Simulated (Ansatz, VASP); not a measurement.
**Two plane-wave programs on CdS**

```xyz
4
Lattice="4.1500 0.0000 0.0000 -2.0750 3.5940 0.0000 0.0000 0.0000 6.7370" Properties=species:S:1:pos:R:3 pbc="T T T"
Cd    0.0000    2.3960    0.0000
Cd    2.0750    1.1980    3.3685
S     0.0000    2.3960    2.5264
S     2.0750    1.1980    5.8949
```

Alike in both runs: task single point; functional PBEsol; k mesh 6 × 6 × 4; occupations fermi-dirac, width 0.02 eV; non-collinear spin, spin-orbit coupling.

```csv
,VASP,Ansatz
version,VASP 6.6.1,Ansatz 0.2.0
potentials or method,"VASP PAW PBE potentials, release 64 (Cd, S)","plane waves, PAW"
plane-wave cutoff (eV),520,420
valence electrons in the cell,36,52
```

|  | VASP | Ansatz | Ansatz less VASP |
| --- | --- | --- | --- |
| net moment per atom (μB) | 0.00 | 0.00 | 0.000 |

VASP's potentials were made for PBE, not for PBEsol. With one functional, cell and mesh, what is left measures potentials, basis and numerics. VASP's potentials hold 36 valence electrons a cell and Ansatz's 52, so a difference there can come from the potentials and not from the codes. Ansatz's warnings: structure snapped to symmetry.
